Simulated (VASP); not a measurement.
# SiO2 (P4_2/mnm) in VASP: further runs, part 2 of 2

VASP 6.6.1. The steps go on from the part before.

## Step 4: Single point, LDA

This run uses another cell than the first one, of 6.77 Å³/atom, 0.940 times its volume.

The input, INCAR:

```
ALGO = Normal ; EDIFF = 1E-7
ENCUT = 520 ; ISIF = 2
ISMEAR = 0 ; LASPH = T
LCHARG = F ; LREAL = F
LWAVE = F ; NBANDS = 25
NELM = 100 ; PREC = Accurate
SIGMA = 0.05
```

The input, KPOINTS:

```
k-points
0
Gamma
  6 6 8
```

The input, POSCAR:

```
SiO2
1.0
    4.0554000000      0.0000000000      0.0000000000
    0.0000000000      4.0554000000      0.0000000000
    0.0000000000      0.0000000000      2.4697000000
Si O
2 4
Direct
    0.5000000000      0.5000000000      0.5000000000
    0.0000000000      0.0000000000      0.0000000000
    0.6944252994      0.6944252994      0.0000000000
    0.1944252994      0.8055747006      0.5000000000
    0.3055747006      0.3055747006      0.0000000000
    0.8055747006      0.1944252994      0.5000000000
```

Potentials or basis: VASP PAW LDA potentials, release 64 (Si, O).

Launch:

```
cat potpaw_LDA.64/Si/POTCAR potpaw_LDA.64/O/POTCAR > POTCAR
mpirun -np 1 vasp_std > vasp.out
```

OUTCAR:

```text
EDIFF = 1E-7
   ENCUT = 520
   ISIF = 2
   ISMEAR = 0
   LASPH = T
   LREAL = F
   NELM = 100
   PREC = Accurate

 ion  position               nearest neighbor table
   1  0.500  0.500  0.500-   3 1.66   5 1.66   3 1.66   5 1.66   4 1.75   6 1.75   2 3.12   2 3.12
                             2 3.12   2 3.12   2 3.12   2 3.12   2 3.12   2 3.12
   2  0.000  0.000  0.000-   4 1.66   6 1.66   4 1.66   6 1.66   5 1.75   3 1.75   1 3.12   1 3.12
                             1 3.12   1 3.12   1 3.12   1 3.12   1 3.12   1 3.12
   3  0.694  0.694  0.000-   1 1.66   1 1.66   2 1.75
   4  0.194  0.806  0.500-   2 1.66   2 1.66   1 1.75
   5  0.306  0.306  0.000-   1 1.66   1 1.66   2 1.75
   6  0.806  0.194  0.500-   2 1.66   2 1.66   1 1.75

  LATTYP: Found a simple tetragonal cell.
 ALAT       =     4.0554000000
 C/A-ratio  =     0.6089904818

  Lattice vectors:

 A1 = (   4.0554000000,   0.0000000000,   0.0000000000)
 A2 = (   0.0000000000,   4.0554000000,   0.0000000000)
 A3 = (   0.0000000000,   0.0000000000,   2.4697000000)

Analysis of symmetry for initial positions (statically):
=====================================================================
 Subroutine PRICEL returns:
 Original cell was already a primitive cell.

 Routine SETGRP: Setting up the symmetry group for a
 simple tetragonal supercell.

 Subroutine GETGRP returns: Found 16 space group operations
 (whereof  8 operations were pure point group operations)
 out of a pool of 16 trial point group operations.

The static configuration has the point symmetry D_2h.
 The point group associated with its full space group is D_4h.

Analysis of symmetry for dynamics (positions and initial velocities):
=====================================================================
 Subroutine PRICEL returns:
 Original cell was already a primitive cell.

 Routine SETGRP: Setting up the symmetry group for a
 simple tetragonal supercell.

 Subroutine GETGRP returns: Found 16 space group operations
[... 129 lines left out ...]
   IALGO  =     38    algorithm
   IMIX   =      4    mixing-type and parameters
     AMIX     =   0.40;   BMIX     =  1.00
     AMIX_MAG =   1.60;   BMIX_MAG =  1.00
  volume/ion in A,a.u.               =       6.77        45.68
  Fermi-wavevector in a.u.,A,eV,Ry     =   1.512009  2.857282 31.105236  2.286170
  Thomas-Fermi vector in A             =   2.621990
   LORBIT       =      0    0 simple, 1 ext, 2 COOP (PROOUT), +10 PAW based schemes
   GGA     = CA    functional components
   LHFCALC =     F    Hartree Fock is set to
   AEXX    =    0.0000 exact exchange contribution
   IVDW    =     0    specifies the selected vdW correction
   LEPSILON=     F    determine dielectric tensor
   LRPA    =     F    only Hartree local field effects (RPA)
 non-spin polarized calculation
 Gauss-broadening in eV      SIGMA  =   0.05
  energy-cutoff  :      520.00
  volume of cell :       40.62
 maximum number of plane-waves:      1116
   NGX = 15   NGY = 15   NGZ =  9

 number of electron      32.0000017 magnetization

 Free energy of the ion-electron system (eV)
  ---------------------------------------------------
  ext. energy  EPLUGINS =         0.00000000
  ---------------------------------------------------
  free energy    TOTEN  =       -50.86390165 eV

  energy without entropy =      -50.86390165  energy(sigma->0) =      -50.86390165

 E-fermi :  10.2233     XC(G=0): -13.4284

 val. band max:       10.0255157055   @ k =   0.0000   0.0000   0.0000
 cond. band min:      17.7411516585   @ k =   0.0000   0.0000   0.0000
 fundamental gap:      7.7156359530
 Fermi energy:        10.2233007204

 k-point     1 :       0.0000    0.0000    0.0000
  band No.  band energies     occupation
      1     -13.9414      2.00000
      2      -9.5847      2.00000
      3      -9.5847      2.00000
      4      -9.4023      2.00000
      5      -1.7199      2.00000
      6       2.3756      2.00000
[... 661 lines left out ...]
     24      24.1469      0.00000
     25      24.8982      0.00000

 [... further k-points ...]
[... 5 lines left out ...]
  --------------------------------------------------------------------------------------
  -------------------------------------------------------------------------------------
  Total       11.0626556     11.0626556     22.7749973     -0.0000000      0.0000000      0.0000000
  in kB      436.3735116    436.3735116    898.3743034     -0.0000000      0.0000000      0.0000000
  external PRESSURE =     590.3737755 kB  Pullay stress =       0.0000000 kB

 VOLUME and BASIS-vectors are now :
 -----------------------------------------------------------------------------
  energy-cutoff  :      520.00
  volume of cell :       40.62
      direct lattice vectors                 reciprocal lattice vectors
     4.055400000  0.000000000  0.000000000     0.246584801  0.000000000  0.000000000
     0.000000000  4.055400000  0.000000000     0.000000000  0.246584801  0.000000000
     0.000000000  0.000000000  2.469700000     0.000000000  0.000000000  0.404907479

 POSITION                                       TOTAL-FORCE (eV/Angst)
 -----------------------------------------------------------------------------------
      2.02770      2.02770      1.23485        -0.000000      0.000000     -0.000000
      0.00000      0.00000      0.00000        -0.000000      0.000000     -0.000000
      2.81617      2.81617      0.00000         0.709637      0.709637      0.000000
      0.78847      3.26693      1.23485         0.709637     -0.709637     -0.000000
      1.23923      1.23923      0.00000        -0.709637     -0.709637     -0.000000
      3.26693      0.78847      1.23485        -0.709637      0.709637      0.000000
 -----------------------------------------------------------------------------------
    total drift:                               -0.000000      0.000000      0.000000

  FREE ENERGIE OF THE ION-ELECTRON SYSTEM (eV)
  ---------------------------------------------------
  free  energy   TOTEN  =       -50.8639016540 eV

  energy  without entropy=      -50.8639016539  energy(sigma->0) =      -50.86390165
```

Run time: 18 s. Hardware: 1 thread of Intel Xeon Platinum 8559C (Emerald Rapids), shared host; peak memory 0.14 GiB.

Results:

```yaml
Free_energy: -50.8639 eV
Pressure: 59.0 GPa
Largest_force: 1.004 eV/Å
Band_gap_on_the_k_mesh: 7.72 eV, direct
```

Forces in eV/Å, atoms in the order of the input:
```
Si   0.000  0.000  0.000
Si   0.000  0.000  0.000
O    0.710  0.710  0.000
O    0.710 -0.710  0.000
O   -0.710 -0.710  0.000
O   -0.710  0.710  0.000
```

Stress tensor (GPa, compression positive):
```
43.64  0.00  0.00
 0.00 43.64  0.00
 0.00  0.00 89.84
```

Caveat: forces of over 1 eV/Å act on the atoms, so gaps and moduli don't describe the material at rest. A k mesh can miss the band edges.

## Step 5: Single point, LDA

This run uses another cell than the first one, of 6.84 Å³/atom, 0.950 times its volume.

The input, INCAR:

```
SYSTEM = SiO2
  PREC = Accurate
  ENCUT = 520
  EDIFF = 1E-6
  ISMEAR = 0
  SIGMA = 0.05
  LREAL = .FALSE.
  LASPH = .TRUE.
  NELM = 100
  ALGO = Normal
  ISIF = 2
  LWAVE = .FALSE.
  LCHARG = .FALSE.
  NBANDS = 25
```

The input, KPOINTS:

```
Automatic mesh
0
G
  6 6 8
  0 0 0
```

Changes to POSCAR since step 4:

```diff
@@ -2,5 +2,5 @@
 1.0
-    4.0554000000      0.0000000000      0.0000000000
-    0.0000000000      4.0554000000      0.0000000000
-    0.0000000000      0.0000000000      2.4697000000
+    4.1302000000      0.0000000000      0.0000000000
+    0.0000000000      4.1302000000      0.0000000000
+    0.0000000000      0.0000000000      2.4058000000
 Si O
```

Launch:

```
cat potpaw_LDA.64/Si/POTCAR potpaw_LDA.64/O/POTCAR > POTCAR
mpirun -np 1 vasp_std > vasp.out
```

Wall time 13 s (1 thread of Intel Xeon Platinum 8559C (Emerald Rapids), shared host); peak memory 0.15 GiB.

It converged, with:

- Free energy: -50.5521 eV
- Pressure: 57.8 GPa
- Largest force: 0.849 eV/Å
- Band gap on the k mesh: 8.09 eV, direct

Forces in eV/Å, atoms in the order of the input:
```
Si   0.000  0.000  0.000
Si   0.000  0.000  0.000
O    0.600  0.600  0.000
O    0.600 -0.600  0.000
O   -0.600 -0.600  0.000
O   -0.600  0.600  0.000
```

Stress tensor (GPa, compression positive):
```
 31.96   0.00   0.00
  0.00  31.96   0.00
  0.00   0.00 109.40
```

Levels at points of the mesh, in eV from the valence-band top:
```tsv
k point	band 12	band 13	band 14	band 15	band 16	band 17	band 18	band 19	band 20	band 21
(0.00, 0.00, 0.00)	-2.78	-1.96	-1.04	-1.04	0.00	8.09	8.59	10.88	10.88	11.06
(0.50, 0.00, 0.00)	-3.82	-2.32	-2.32	-1.29	-1.29	10.20	10.20	10.62	10.62	11.67
(0.50, 0.50, 0.00)	-3.04	-2.89	-2.89	-2.73	-2.73	9.70	9.70	11.75	11.75	13.65
(0.00, 0.00, 0.50)	-5.24	-3.37	-3.37	-3.12	-3.12	10.46	10.46	13.33	13.33	13.63
(0.50, 0.00, 0.50)	-4.58	-2.73	-2.73	-2.03	-2.03	9.60	9.60	10.35	10.35	12.58
(0.50, 0.50, 0.50)	-5.13	-2.17	-2.17	-1.78	-1.78	8.29	8.29	11.51	11.51	11.53
```

A k mesh can miss the band edges.

## Step 6: Overview

```tsv
cell	gap on the mesh (eV)	pressure (GPa)	largest force (eV/Å)
a = 4.130, b = 4.130, c = 2.534 Å, 6 atoms	7.10	27.5	0.36
a = 4.280, b = 4.280, c = 2.981 Å, 6 atoms	2.67	-41.1	0.01
a = 4.055, b = 4.055, c = 2.470 Å, 6 atoms	7.72	59.0	1.00
a = 4.130, b = 4.130, c = 2.406 Å, 6 atoms	8.09	57.8	0.85
```

Alike in all rows: task single point; level LDA; potentials or basis VASP PAW LDA potentials, release 64 (Si, O); no spin polarisation; k mesh 6 × 6 × 8; cutoff (eV) 520; smearing gaussian 0.05 eV.

Caveats: forces of over 1 eV/Å act on the atoms, so gaps and moduli don't describe the material at rest (some runs).

Total energies depend on the potentials used, so only differences within one code and one set of settings carry meaning.
